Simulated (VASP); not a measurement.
Crystal: C.

```
C
1.0
     1.22805   -2.12706    0.00000
     1.22805    2.12706    0.00000
     0.00000    0.00000    7.17327
C
4
Direct
  0.08338 0.91662 0.75314
  0.58338 0.41662 0.24686
  0.91662 0.08338 0.24686
  0.41662 0.58338 0.75314
```

* Program: VASP 6.6.1
* Task: relaxation of cell and atoms
* Functional: PBE
* Potentials or basis: VASP PAW PBE potentials, release 64 (C_h)
* Cutoff: 910 eV
* k mesh: 18 × 18 × 6
* Occupations: gaussian, width 0.1 eV
* Spin: no spin polarisation

At the start: pressure 3.4 GPa; volume 9.37 Å³/atom.

Task: How do energy, volume and symmetry change on relaxing?

Result: Over 18 steps the energy falls by 3.4 meV/atom and the volume is 10.02 Å³/atom (+7.0 %); space group Fmmm (No. 69, to 0.1 Å) before and after.

The path:
```
step  energy change (eV)  largest force (eV/Å)  pressure (GPa)  volume (Å³)
   1              0.0000                0.0262            3.43        37.48
   2              0.0157                0.0945           -6.09        38.57
   3             -0.0043                0.0179            0.30        37.82
   4             -0.0053                0.0538            0.24        37.96
   5             -0.0068                0.2615            0.07        38.37
   6             -0.0070                0.2562            0.06        38.39
   7             -0.0075                0.2406            0.07        38.44
   8             -0.0084                0.2092            0.08        38.55
   9             -0.0100                0.1468            0.08        38.77
  10             -0.0121                0.0229            0.09        39.21
  11             -0.0125                0.2234            0.13        40.09
  12             -0.0130                0.1188            0.11        39.71
  13             -0.0133                0.0703            0.09        39.87
  14             -0.0135                0.0081            0.06        40.07
  15             -0.0135                0.0033            0.05        40.09
  16             -0.0135                0.0056            0.02        40.09
  17             -0.0136                0.0092           -0.03        40.09
  18             -0.0136                0.0034           -0.02        40.09
```

Final structure:
```
C
1.0
     1.23275   -2.13494    0.00000
     1.23275    2.13494    0.00000
     0.00000    0.00000    7.61564
C
4
Direct
  0.08333 0.91667 0.75225
  0.58333 0.41667 0.24775
  0.91667 0.08333 0.24775
  0.41667 0.58333 0.75225
```

Caveat: this functional lacks dispersion, which binds layers or chains, so the pressure and a relaxed spacing across them are unreliable.
